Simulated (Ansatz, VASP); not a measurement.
## Ni: VASP beside Ansatz

Contents of INCAR:

```
ALGO     = Normal         # electronic algorithm
EDIFF    = 1E-7           # SCF threshold, eV
ENCUT    = 520            # plane-wave cutoff, eV
GGA      = PE             # functional
ISIF     = 2              # what is computed and relaxed
ISMEAR   = -1             # smearing method
ISPIN    = 2              # spin polarisation
LASPH    = True           # aspherical terms in the spheres
LCHARG   = False          # write CHGCAR
LMAXMIX  = 4              # l up to which the mixer works
LORBIT   = 11             # projections on sites
LREAL    = False          # projectors in reciprocal space
LWAVE    = False          # write WAVECAR
MAGMOM   = 0.535          # initial moments
NBANDS   = 15             # bands
NELM     = 150            # most SCF steps
PREC     = Accurate       # precision mode
SIGMA    = 0.05           # smearing width, eV
```

KPOINTS

```
k-points
0
Gamma
  22 22 22
```

The input POSCAR:

```
Ni
1.0
    2.3283262107      0.0000000000      0.0000000000
    0.0000000000      2.3283262107      0.0000000000
    0.0000000000      0.0000000000      2.3283262107
Ni
1
Direct
    0.0000000000      0.0000000000      0.0000000000
```

Input for Ansatz:

```yaml
crystal:
  lattice:
    - [2.3283262107, 0.0, 0.0]
    - [0.0, 2.3283262107, 0.0]
    - [0.0, 0.0, 2.3283262107]
  atoms:
    - { symbol: Ni, position: [0.0, 0.0, 0.0], spin: 0.535 }
hamiltonian:
  xc: pbe
  pseudopotentials:
    kind: paw
    azcp:
      Ni: "pseudopotentials/Ni.paw.azcp"
basis:
  ecutwfc: 420
  fft_grid_basis: typed
kpoints:
  mp_grid: { grid: [22, 22, 22], shift: [0, 0, 0] }
magnetization:
  spin_polarized: true
scf:
  occupations: { method: fermi_dirac, width: 0.05 }
```

Alike in both runs: task single point; functional PBE; k mesh 22 × 22 × 22; occupations fermi-dirac, width 0.05 eV; collinear spin.

```csv
,VASP,Ansatz
version,VASP 6.6.1,Ansatz 0.2.0
potentials or method,"VASP PAW PBE potentials, release 64 (Ni), cutoff 520 eV","plane waves (420 eV) with PAW, scalar-relativistic"
valence electrons in the cell,10,18
```

|  | VASP | Ansatz | Ansatz less VASP |
| --- | --- | --- | --- |
| net moment per atom (μB) | 0.54 | 0.56 | +0.025 |
| size of the moment on the site where the two differ most (μB) | 0.54 | 0.58 | +0.034 |

Site moments also hang on the region over which each program counts them. With one functional, cell and mesh, what is left measures potentials, basis and numerics. VASP's potentials hold 10 valence electrons a cell and Ansatz's 18, so a difference there can come from the potentials and not from the codes.
